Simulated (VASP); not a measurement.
# Ba (P6/mmm) in VASP: single point with PBEsol

Aim: the single point of Ba with PBEsol.

All numbers are computed with VASP 6.6.1; they aren't measurements. Logs are shortened: lines on timing, memory, paths and dates and some standing lists are left out, and cuts for length are marked.

## (1) The cell of the first run

It takes space group P6/mmm (No. 191, hexagonal). Conventional cell: a = 3.855 Å, b = 3.855 Å, c = 4.088 Å, α = 90.00°, β = 90.00°, γ = 120.00°. Within 5.1 Å of Ba (site symmetry 6/mmm) lie 8 Ba at 3.85 to 4.09 Å.

This isn't the form of Ba at room conditions, which is bcc.

## (2) Single point, PBEsol (Mg replaced by Ba, lengths x 1.315, strained)

Input file INCAR:

```
SYSTEM = Ba
ALGO = Normal
EDIFF = 1E-6
ENCUT = 500
GGA = PS
GGA_COMPAT = .False.
ISIF = 2
ISMEAR = 0
LASPH = .True.
LCHARG = .False.
LREAL = .False.
LWAVE = .False.
NBANDS = 11
NELM = 120
PREC = Accurate
SIGMA = 0.1
```

Input file KPOINTS:

```
k-points
0
Gamma
  6 6 4
  0 0 0
```

Input file POSCAR:

```
Ba
1.0
    3.8545180925      0.0000000000      0.0000000000
   -1.9272590463      3.3381105875      0.0000000000
    0.0000000000      0.0000000000      4.0878339820
Ba
1
Direct
    0.0000000000      0.0000000000      0.0000000000
```

Potentials or basis: VASP PAW PBE potentials, release 64 (Ba_sv).

Run with:

```bash
> cat potpaw_PBE.64/Ba_sv/POTCAR > POTCAR
> mpirun -np 1 vasp_std > vasp.out
```

OUTCAR:

```text
SYSTEM = Ba
   EDIFF = 1E-6
   ENCUT = 500
   GGA = PS
   ISIF = 2
   ISMEAR = 0
   LASPH = .True.
   LREAL = .False.
   NELM = 120
   PREC = Accurate

 ion  position               nearest neighbor table
   1  0.000  0.000  0.000-

  LATTYP: Found a hexagonal cell.
 ALAT       =     3.8545180925
 C/A-ratio  =     1.0605304954

  Lattice vectors:

 A1 = (   3.8545180925,   0.0000000000,   0.0000000000)
 A2 = (  -1.9272590463,   3.3381105875,   0.0000000000)
 A3 = (   0.0000000000,   0.0000000000,   4.0878339820)

Analysis of symmetry for initial positions (statically):
=====================================================================
 Subroutine PRICEL returns:
 Original cell was already a primitive cell.

 Routine SETGRP: Setting up the symmetry group for a
 hexagonal supercell.

 Subroutine GETGRP returns: Found 24 space group operations
 (whereof 24 operations were pure point group operations)
 out of a pool of 24 trial point group operations.

The static configuration has the point symmetry D_6h.

Analysis of symmetry for dynamics (positions and initial velocities):
=====================================================================
 Subroutine PRICEL returns:
 Original cell was already a primitive cell.

 Routine SETGRP: Setting up the symmetry group for a
 hexagonal supercell.

 Subroutine GETGRP returns: Found 24 space group operations
 (whereof 24 operations were pure point group operations)
 out of a pool of 24 trial point group operations.

The dynamic configuration has the point symmetry D_6h.

 Subroutine INISYM returns: Found 24 space group operations
 (whereof 24 operations are pure point group operations),
 and found     1 'primitive' translations

----------------------------------------------------------------------------------------

                                     Primitive cell

  volume of cell :      52.5974

  direct lattice vectors                    reciprocal lattice vectors
     3.854518093  0.000000000  0.000000000     0.259435804  0.149785331  0.000000000
    -1.927259046  3.338110588  0.000000000     0.000000000  0.299570662  0.000000000
     0.000000000  0.000000000  4.087833982     0.000000000  0.000000000  0.244628330

  length of vectors
     3.854518093  3.854518093  4.087833982     0.299570662  0.299570662  0.244628330

  position of ions in fractional coordinates (direct lattice)
     0.000000000  0.000000000  0.000000000

  ion indices of the primitive-cell ions
   primitive index   ion index
                 1           1

----------------------------------------------------------------------------------------

 KPOINTS: k-points

Automatic generation of k-mesh.
 Grid dimensions read from file:
 generate k-points for:    6    6    4

 Generating k-lattice:

  Cartesian coordinates                     Fractional coordinates (reciprocal lattice)
     0.043239301  0.024964222  0.000000000     0.166666667  0.000000000  0.000000000
     0.000000000  0.049928444  0.000000000     0.000000000  0.166666667  0.000000000
     0.000000000  0.000000000  0.061157082     0.000000000  0.000000000  0.250000000

  Length of vectors
     0.049928444  0.049928444  0.061157082

  Shift w.r.t. Gamma in fractional coordinates (k-lattice)
     0.000000000  0.000000000  0.000000000

 Subroutine IBZKPT returns following result:
 ===========================================

 Found     21 irreducible k-points:

 Following reciprocal coordinates:
            Coordinates               Weight
  0.000000  0.000000  0.000000      1.000000
  0.166667  0.000000  0.000000      6.000000
  0.333333  0.000000  0.000000      6.000000
  0.500000 -0.000000  0.000000      3.000000
  0.166667  0.166667  0.000000      6.000000
  0.333333  0.166667  0.000000     12.000000
[... 13 lines left out ...]
  0.333333  0.166667  0.500000     12.000000
  0.333333  0.333333  0.500000      2.000000
   k-points           NKPTS =     21   k-points in BZ     NKDIM =     21   number of bands    NBANDS=     11
   number of dos      NEDOS =    301   number of ions     NIONS =      1
   total plane-waves  NPLWV =  23520
   dimension x,y,z NGX =    28 NGY =   28 NGZ =   30
   dimension x,y,z NGXF=    56 NGYF=   56 NGZF=   60
   ions per type =               1
   NGX,Y,Z   is equivalent  to a cutoff of  12.08, 12.08, 12.20 a.u.
   NGXF,Y,Z  is equivalent  to a cutoff of  24.15, 24.15, 24.40 a.u.
 SYSTEM =  Ba
   PREC   = accura    normal or accurate (medium, high low for compatibility)
   ISTART =      0    job   : 0-new  1-cont  2-samecut
   ICHARG =      2    charge: 1-file 2-atom 10-const
   ISPIN  =      1    spin polarized calculation?
   LNONCOLLINEAR =      F non collinear calculations
   LSORBIT =      F    spin-orbit coupling
   LASPH  =      T    aspherical Exc in radial PAW
   ENCUT  =  500.0 eV  36.75 Ry    6.06 a.u.   7.03  7.03  7.45*2*pi/ulx,y,z
   NELM   =    120;   NELMIN=  2; NELMDL= -5     # of ELM steps
   EDIFF  = 0.1E-05   stopping-criterion for ELM
   LREAL  =      F    real-space projection
   EDIFFG = 0.1E-04   stopping-criterion for IOM
   NSW    =      0    number of steps for IOM
   IBRION =     -1    ionic relax: 0-MD 1-quasi-New 2-CG
   NFREE  =      0    steps in history (QN), initial steepest desc. (CG)
   ISIF   =      2    stress and relaxation
   ISYM   =      2    0-nonsym 1-usesym 2-fastsym
   POTIM  = 0.5000    time-step for ionic-motion
   TEBEG  =    0.0;   TEEND  =   0.0 temperature during run
   PSTRESS=    0.0 pullay stress
   NELECT =      10.0000    total number of electrons
   NUPDOWN=      -1.0000    fix difference up-down
   EMIN   =  10.00;   EMAX   =-10.00  energy-range for DOS
   EFERMI =   0.00;   METHOD = LEGACY
   ISMEAR =     0;   SIGMA  =   0.10  broadening in eV -4-tet -1-fermi 0-gaus
   EFERMI_NEDOS =   21; number of points for ismear=-14 and -15
   IALGO  =     38    algorithm
   IMIX   =      4    mixing-type and parameters
     AMIX     =   0.40;   BMIX     =  1.00
     AMIX_MAG =   1.60;   BMIX_MAG =  1.00
  volume/ion in A,a.u.               =      52.60       354.94
  Fermi-wavevector in a.u.,A,eV,Ry     =   0.941355  1.778903 12.056795  0.886149
  Thomas-Fermi vector in A             =   2.068858
   LORBIT       =      0    0 simple, 1 ext, 2 COOP (PROOUT), +10 PAW based schemes
   GGA     = PS    functional components
   LHFCALC =     F    Hartree Fock is set to
   AEXX    =    0.0000 exact exchange contribution
   IVDW    =     0    specifies the selected vdW correction
   LEPSILON=     F    determine dielectric tensor
   LRPA    =     F    only Hartree local field effects (RPA)
 non-spin polarized calculation
 Gauss-broadening in eV      SIGMA  =   0.10
  energy-cutoff  :      500.00
  volume of cell :       52.60
 maximum number of plane-waves:      1377
   NGX = 15   NGY = 15   NGZ = 15

 number of electron      10.0000000 magnetization

 number of electron       9.9999999 magnetization

 Free energy of the ion-electron system (eV)
  ---------------------------------------------------
  ext. energy  EPLUGINS =         0.00000000
  ---------------------------------------------------
  free energy    TOTEN  =        -1.85421075 eV

  energy without entropy =       -1.84374474  energy(sigma->0) =       -1.84897774

 E-fermi :   2.0675     XC(G=0):  -8.0876

 val. band max:        1.9954682044   @ k =   0.3333   0.1667   0.2500
 cond. band min:       2.0791242312   @ k =   0.0000   0.0000   0.0000
 fundamental gap:      0.0836560268
 Fermi energy:         2.0675193628

 k-point     1 :       0.0000    0.0000    0.0000
  band No.  band energies     occupation
      1     -26.6477      2.00000
      2     -11.5636      2.00000
      3     -11.2009      2.00000
      4     -11.2009      2.00000
      5      -0.5498      2.00000
      6       2.0791      0.86964
      7       4.2458      0.00000
      8       4.2458      0.00000
      9       7.8020      0.00000
     10       7.8020      0.00000
     11       9.2002      0.00000

 k-point     2 :       0.1667    0.0000    0.0000
  band No.  band energies     occupation
      1     -26.6083      2.00000
      2     -11.5548      2.00000
      3     -11.5194      2.00000
      4     -11.2771      2.00000
      5       0.0636      2.00000
      6       2.4575      0.00000
      7       3.5164      0.00000
      8       4.9381      0.00000
      9       6.1861      0.00000
     10       7.5685      0.00000
     11      10.9226      0.00000

 k-point     3 :       0.3333    0.0000    0.0000
  band No.  band energies     occupation
      1     -26.5278      2.00000
      2     -12.1859      2.00000
      3     -11.4289      2.00000
      4     -11.4236      2.00000
      5       1.0272      2.00000
      6       2.4227      0.00000
      7       4.0143      0.00000
      8       4.7525      0.00000
      9       6.8286      0.00000
     10       7.1651      0.00000
     11       9.2097      0.00000

 k-point     4 :       0.5000   -0.0000    0.0000
  band No.  band energies     occupation
      1     -26.4866      2.00000
      2     -12.4725      2.00000
      3     -11.4940      2.00000
      4     -11.3826      2.00000
      5       1.0935      2.00000
      6       2.9835      0.00000
      7       4.0989      0.00000
      8       4.2398      0.00000
      9       6.9872      0.00000
     10       8.7908      0.00000
     11      10.2249      0.00000
[... 197 lines left out ...]
 k-point    19 :       0.1667    0.1667    0.5000
  band No.  band energies     occupation
      1     -26.5085      2.00000
      2     -11.9832      2.00000
      3     -11.9030      2.00000
      4     -11.4110      2.00000
      5       1.7863      1.99993
      6       2.9870      0.00000
      7       3.3557      0.00000
      8       4.7078      0.00000
      9       6.9683      0.00000
     10       6.9845      0.00000
     11       8.8178      0.00000

 k-point    20 :       0.3333    0.1667    0.5000
  band No.  band energies     occupation
      1     -26.4482      2.00000
      2     -12.2422      2.00000
      3     -11.8847      2.00000
      4     -11.6248      2.00000
      5       1.4287      2.00000
      6       2.6819      0.00000
      7       3.6298      0.00000
      8       5.1419      0.00000
      9       7.4089      0.00000
     10       8.6715      0.00000
     11       9.8938      0.00000

 k-point    21 :       0.3333    0.3333    0.5000
  band No.  band energies     occupation
      1     -26.4280      2.00000
      2     -12.0374      2.00000
      3     -12.0374      2.00000
      4     -11.8516      2.00000
      5       2.1272      0.39840
      6       2.1272      0.39840
      7       4.2116      0.00000
      8       4.2116      0.00000
      9       8.0176      0.00000
     10       8.1693      0.00000
     11      10.5812      0.00000

------------------------ aborting loop because EDIFF is reached ----------------------------------------

  FORCE on cell =-STRESS in cart. coord.  units (eV):
  Direction    XX          YY          ZZ          XY          YZ          ZX
  --------------------------------------------------------------------------------------
  -------------------------------------------------------------------------------------
  Total        1.0886455      1.0886455     -0.6150449     -0.0000000      0.0000000     -0.0000000
  in kB       33.1614127     33.1614127    -18.7349851     -0.0000000      0.0000000     -0.0000000
  external PRESSURE =      15.8626134 kB  Pullay stress =       0.0000000 kB

 VOLUME and BASIS-vectors are now :
 -----------------------------------------------------------------------------
  energy-cutoff  :      500.00
  volume of cell :       52.60
      direct lattice vectors                 reciprocal lattice vectors
     3.854518093  0.000000000  0.000000000     0.259435804  0.149785331  0.000000000
    -1.927259046  3.338110588  0.000000000     0.000000000  0.299570662  0.000000000
     0.000000000  0.000000000  4.087833982     0.000000000  0.000000000  0.244628330

 POSITION                                       TOTAL-FORCE (eV/Angst)
 -----------------------------------------------------------------------------------
      0.00000      0.00000      0.00000         0.000000      0.000000      0.000000
 -----------------------------------------------------------------------------------
    total drift:                               -0.000000      0.000000     -0.000000

  FREE ENERGIE OF THE ION-ELECTRON SYSTEM (eV)
  ---------------------------------------------------
  free  energy   TOTEN  =        -1.8542107471 eV

  energy  without entropy=       -1.8437447390  energy(sigma->0) =       -1.84897774
```

Wall time 12 s (1 thread of Intel Xeon 8259CL, shared host); peak memory 0.16 GiB.

Results:

| Quantity | Value |
| --- | --- |
| Free energy | -1.8542 eV |
| Pressure | 1.6 GPa |
| Band gap on the k mesh | zero (bands 5 and 6 overlap by 1.31 eV) |

Stress tensor (GPa, compression positive):
```
 3.32  0.00  0.00
 0.00  3.32  0.00
 0.00  0.00 -1.87
```

Levels at points of the mesh, in eV from the Fermi level:
| k point | band 1 | band 2 | band 3 | band 4 | band 5 | band 6 | band 7 | band 8 | band 9 | band 10 |
| --- | --- | --- | --- | --- | --- | --- | --- | --- | --- | --- |
| (0.00, 0.00, 0.00) | -28.72 | -13.63 | -13.27 | -13.27 | -2.62 | 0.01 | 2.18 | 2.18 | 5.73 | 5.73 |
| (0.50, 0.00, 0.00) | -28.55 | -14.54 | -13.56 | -13.45 | -0.97 | 0.92 | 2.03 | 2.17 | 4.92 | 6.72 |
| (0.00, 0.00, 0.50) | -28.67 | -14.21 | -13.23 | -13.23 | -1.01 | 0.79 | 2.52 | 2.52 | 4.16 | 4.16 |
| (0.50, 0.00, 0.50) | -28.52 | -14.45 | -13.95 | -13.51 | -0.93 | -0.26 | 2.96 | 3.88 | 5.09 | 6.62 |

Caveat: the k points lie up to 0.38 Å⁻¹ apart, too coarse for converged energies and pressures of a metal; the cell differs from its parent crystal (Mg replaced by Ba, lengths x 1.315, strained); the PAW data sets were made with another functional, which shifts forces and pressure a little; spin-orbit coupling is left out, which moves the levels of the heavy elements.

The gap in the log of VASP goes by the Fermi energy; the results here count the filled bands.